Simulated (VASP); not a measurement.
# Zr (I4_1/amd) in VASP: notebook, part 2 of 2

VASP 6.6.1. The steps go on from the part before.

**5. Single point, PBE**

The input, INCAR:

```
PREC = Accurate ; ENCUT = 520
EDIFF = 1E-6 ; ISMEAR = -1
SIGMA = 0.08 ; LREAL = False
LASPH = True ; NELM = 80
ALGO = Normal ; ISIF = 2
LWAVE = False ; LCHARG = False
GGA = PE ; NBANDS = 19
```

The input, KPOINTS:

```
Automatic mesh
0
Gamma
  15 15 15
```

The input, POSCAR:

```
Zr
1.0
   -2.5718222734      2.5718222734      1.4284062756
    2.5718222734     -2.5718222734      1.4284062756
    2.5718222734      2.5718222734     -1.4284062756
Zr
2
Direct
   -0.3750000000     -0.1250000000     -0.2500000000
    0.3750000000      0.1250000000      0.2500000000
```

Potentials or basis: VASP PAW PBE potentials, release 64 (Zr_sv).

Launch:

```sh
cat potpaw_PBE.64/Zr_sv/POTCAR > POTCAR
mpirun -np 1 vasp_std > vasp.out
```

OUTCAR:

```text
PREC = Accurate
   ENCUT = 520
   EDIFF = 1E-6
   ISMEAR = -1
   LREAL = False
   LASPH = True
   NELM = 80
   ISIF = 2
   GGA = PE

 ion  position               nearest neighbor table
   1  0.625  0.875  0.750-   2 2.67   2 2.67   2 2.67   2 2.67   2 3.35   2 3.35   2 3.35   2 3.35

   2  0.375  0.125  0.250-   1 2.67   1 2.67   1 2.67   1 2.67   1 3.35   1 3.35   1 3.35   1 3.35

  LATTYP: Found a body centered tetragonal cell.
 ALAT       =     5.1436445468
 C/A-ratio  =     0.5554062932

  Lattice vectors:

 A1 = (  -2.5718222734,   2.5718222734,   1.4284062756)
 A2 = (   2.5718222734,  -2.5718222734,   1.4284062756)
 A3 = (   2.5718222734,   2.5718222734,  -1.4284062756)

Analysis of symmetry for initial positions (statically):
=====================================================================
 Subroutine PRICEL returns:
 Original cell was already a primitive cell.

 Routine SETGRP: Setting up the symmetry group for a
 body centered tetragonal supercell.

 Subroutine GETGRP returns: Found 16 space group operations
 (whereof  4 operations were pure point group operations)
 out of a pool of 16 trial point group operations.

The static configuration has the point symmetry C_2h.
 The point group associated with its full space group is D_4h.

Analysis of symmetry for dynamics (positions and initial velocities):
=====================================================================
 Subroutine PRICEL returns:
 Original cell was already a primitive cell.

 Routine SETGRP: Setting up the symmetry group for a
 body centered tetragonal supercell.

 Subroutine GETGRP returns: Found 16 space group operations
 (whereof  4 operations were pure point group operations)
 out of a pool of 16 trial point group operations.

The dynamic configuration has the point symmetry C_2h.
 The point group associated with its full space group is D_4h.

 Subroutine INISYM returns: Found 16 space group operations
 (whereof  4 operations are pure point group operations),
 and found     1 'primitive' translations

----------------------------------------------------------------------------------------

                                     Primitive cell

  volume of cell :      37.7915

  direct lattice vectors                    reciprocal lattice vectors
    -2.571822273  2.571822273  1.428406276     0.000000000  0.194414678  0.350040467
     2.571822273 -2.571822273  1.428406276     0.194414678  0.000000000  0.350040467
     2.571822273  2.571822273 -1.428406276     0.194414678  0.194414678  0.000000000

  length of vectors
     3.907541951  3.907541951  3.907541951     0.400406538  0.400406538  0.274943875

  position of ions in fractional coordinates (direct lattice)
     0.625000000  0.875000000  0.750000000
     0.375000000  0.125000000  0.250000000

  ion indices of the primitive-cell ions
   primitive index   ion index
                 1           1
                 2           2

----------------------------------------------------------------------------------------

 KPOINTS: Automatic mesh

Automatic generation of k-mesh.
 Grid dimensions read from file:
 generate k-points for:   15   15   15

 Generating k-lattice:

  Cartesian coordinates                     Fractional coordinates (reciprocal lattice)
     0.000000000  0.012960979  0.023336031     0.066666667  0.000000000  0.000000000
     0.012960979  0.000000000  0.023336031     0.000000000  0.066666667  0.000000000
     0.012960979  0.012960979  0.000000000     0.000000000  0.000000000  0.066666667

  Length of vectors
     0.026693769  0.026693769  0.018329592

  Shift w.r.t. Gamma in fractional coordinates (k-lattice)
     0.000000000  0.000000000  0.000000000

 Subroutine IBZKPT returns following result:
 ===========================================

 Found    288 irreducible k-points:

 Following reciprocal coordinates:
            Coordinates               Weight
  0.000000  0.000000  0.000000      1.000000
  0.066667  0.000000  0.000000      8.000000
  0.133333  0.000000 -0.000000      8.000000
  0.200000  0.000000 -0.000000      8.000000
  0.266667  0.000000 -0.000000      8.000000
  0.333333  0.000000  0.000000      8.000000
[... 16 lines left out ...]
  0.133333  0.133333 -0.000000      8.000000
  0.200000  0.133333  0.000000     16.000000
 [... further k-points ...]
   k-points           NKPTS =    288   k-points in BZ     NKDIM =    288   number of bands    NBANDS=     19
   number of dos      NEDOS =    301   number of ions     NIONS =      2
   total plane-waves  NPLWV =  27000
   dimension x,y,z NGX =    30 NGY =   30 NGZ =   30
   dimension x,y,z NGXF=    60 NGYF=   60 NGZF=   60
   ions per type =               2
   NGX,Y,Z   is equivalent  to a cutoff of  12.76, 12.76, 12.76 a.u.
   NGXF,Y,Z  is equivalent  to a cutoff of  25.53, 25.53, 25.53 a.u.
 SYSTEM =  unknown system
   PREC   = accura    normal or accurate (medium, high low for compatibility)
   ISTART =      0    job   : 0-new  1-cont  2-samecut
   ICHARG =      2    charge: 1-file 2-atom 10-const
   ISPIN  =      1    spin polarized calculation?
   LNONCOLLINEAR =      F non collinear calculations
   LSORBIT =      F    spin-orbit coupling
   LASPH  =      T    aspherical Exc in radial PAW
   ENCUT  =  520.0 eV  38.22 Ry    6.18 a.u.   7.27  7.27  7.27*2*pi/ulx,y,z
   NELM   =     80;   NELMIN=  2; NELMDL= -5     # of ELM steps
   EDIFF  = 0.1E-05   stopping-criterion for ELM
   LREAL  =      F    real-space projection
   EDIFFG = 0.1E-04   stopping-criterion for IOM
   NSW    =      0    number of steps for IOM
   IBRION =     -1    ionic relax: 0-MD 1-quasi-New 2-CG
   NFREE  =      0    steps in history (QN), initial steepest desc. (CG)
   ISIF   =      2    stress and relaxation
   ISYM   =      2    0-nonsym 1-usesym 2-fastsym
   POTIM  = 0.5000    time-step for ionic-motion
   TEBEG  =    0.0;   TEEND  =   0.0 temperature during run
   PSTRESS=    0.0 pullay stress
   NELECT =      24.0000    total number of electrons
   NUPDOWN=      -1.0000    fix difference up-down
   EMIN   =  10.00;   EMAX   =-10.00  energy-range for DOS
   EFERMI =   0.00;   METHOD = LEGACY
   ISMEAR =    -1;   SIGMA  =   0.08  broadening in eV -4-tet -1-fermi 0-gaus
   EFERMI_NEDOS =   21; number of points for ismear=-14 and -15
   IALGO  =     38    algorithm
   IMIX   =      4    mixing-type and parameters
     AMIX     =   0.40;   BMIX     =  1.00
     AMIX_MAG =   1.60;   BMIX_MAG =  1.00
  volume/ion in A,a.u.               =      18.90       127.51
  Fermi-wavevector in a.u.,A,eV,Ry     =   1.407173  2.659171 26.941368  1.980135
  Thomas-Fermi vector in A             =   2.529459
   LORBIT       =      0    0 simple, 1 ext, 2 COOP (PROOUT), +10 PAW based schemes
   GGA     = PE    functional components
[... 5 lines left out ...]
 non-spin polarized calculation
  energy-cutoff  :      520.00
  volume of cell :       37.79
 maximum number of plane-waves:      1037
 NGX is ok and might be reduce to    30
   NGX = 15   NGY = 15   NGZ = 15

 number of electron      24.0000000 magnetization

 Free energy of the ion-electron system (eV)
  ---------------------------------------------------
  ext. energy  EPLUGINS =         0.00000000
  ---------------------------------------------------
  free energy    TOTEN  =       -15.44611861 eV

  energy without entropy =      -15.39254803  energy(sigma->0) =      -15.41933332

 E-fermi :  11.0134     XC(G=0): -12.0232

 val. band max:       11.0129754711   @ k =  -0.4667   0.4667   0.3333
 cond. band min:      11.0139353540   @ k =  -0.4000   0.4667   0.4000
 fundamental gap:      0.0009598830
 Fermi energy:        11.0134025023

 k-point     1 :       0.0000    0.0000    0.0000
  band No.  band energies     occupation
      1     -37.3411      2.00000
      2     -36.5939      2.00000
      3     -16.1209      2.00000
      4     -16.1209      2.00000
      5     -14.2985      2.00000
      6     -14.2701      2.00000
[... 11 lines left out ...]
     18      18.6256      0.00000
     19      19.0390      0.00000

 k-point     2 :       0.0667    0.0000    0.0000
  band No.  band energies     occupation
      1     -37.3268      2.00000
      2     -36.5937      2.00000
      3     -16.1158      2.00000
      4     -16.0907      2.00000
      5     -14.3772      2.00000
      6     -14.3413      2.00000
[... 476 lines left out ...]
 k-point    24 :       0.2000    0.1333    0.0000
  band No.  band energies     occupation
      1     -37.0980      2.00000
      2     -36.5783      2.00000
      3     -15.9745      2.00000
      4     -15.8756      2.00000
      5     -15.3599      2.00000
      6     -15.2758      2.00000
[... 11 lines left out ...]
     18      17.2183      0.00000
     19      19.0022      0.00000

 [... further k-points ...]
[... 5 lines left out ...]
  --------------------------------------------------------------------------------------
  -------------------------------------------------------------------------------------
  Total        6.1778721      6.1778721      6.1471190      0.0000000      0.0000000      0.0000000
  in kB      261.9122725    261.9122725    260.6084877      0.0000000      0.0000000      0.0000000
  external PRESSURE =     261.4776775 kB  Pullay stress =       0.0000000 kB

 VOLUME and BASIS-vectors are now :
 -----------------------------------------------------------------------------
  energy-cutoff  :      520.00
  volume of cell :       37.79
      direct lattice vectors                 reciprocal lattice vectors
    -2.571822273  2.571822273  1.428406276     0.000000000  0.194414678  0.350040467
     2.571822273 -2.571822273  1.428406276     0.194414678  0.000000000  0.350040467
     2.571822273  2.571822273 -1.428406276     0.194414678  0.194414678  0.000000000

 POSITION                                       TOTAL-FORCE (eV/Angst)
 -----------------------------------------------------------------------------------
      2.57182      1.28591      1.07130         0.000000      0.000000     -0.000000
      0.00000      1.28591      0.35710        -0.000000     -0.000000      0.000000
 -----------------------------------------------------------------------------------
    total drift:                                0.000000     -0.000000      0.000000

  FREE ENERGIE OF THE ION-ELECTRON SYSTEM (eV)
  ---------------------------------------------------
  free  energy   TOTEN  =       -15.4461186103 eV

  energy  without entropy=      -15.3925480272  energy(sigma->0) =      -15.41933332
```

Wall time 96 s (1 thread of AMD EPYC 9R45 (Zen 5), shared host); peak memory 0.26 GiB.

What came out:

| Quantity | Value |
| --- | --- |
| Free energy | -15.4461 eV |
| Pressure | 26.1 GPa |
| Band gap on the k mesh | zero (band 12 reaches 11.35 eV, above the bottom of band 13 at 10.16 eV) |

Stress tensor (GPa, compression positive):
```
26.19  0.00  0.00
 0.00 26.19  0.00
 0.00  0.00 26.06
```

Levels at points of the mesh, in eV from the Fermi level:
```
           k point  band 10  band 11  band 12  band 13  band 14  band 15
(0.00, 0.00, 0.00)    -4.03    -1.58    -0.96    -0.04     3.64     3.64
```

**6. Overview**

```tsv
task	cell	cutoff (eV)	gap on the mesh (eV)	pressure (GPa)
relaxation of cell and atoms	relaxed to 26 GPa from a = 3.907 Å, angles 97.7, 97.7, 137.1°, 2 atoms	600	none	26.0
relaxation of cell and atoms	relaxed to 26 GPa from a = 3.954 Å, angles 97.5, 97.5, 137.5°, 2 atoms	600	none	26.0
single point	a = 3.907 Å, angles 97.7, 97.7, 137.1°, 2 atoms	520	none	26.2
single point	a = 3.908 Å, angles 97.7, 97.7, 137.1°, 2 atoms	520	none	26.1
```

Alike in all rows: level PBE; potentials or basis VASP PAW PBE potentials, release 64 (Zr_sv); no spin polarisation; k mesh 15 × 15 × 15; smearing fermi-dirac 0.08 eV.

Caveats: the cell is relaxed towards a set pressure, so the enthalpy falls and the energy may rise (some runs).

Absolute energies hang on the potentials; compare differences alone.
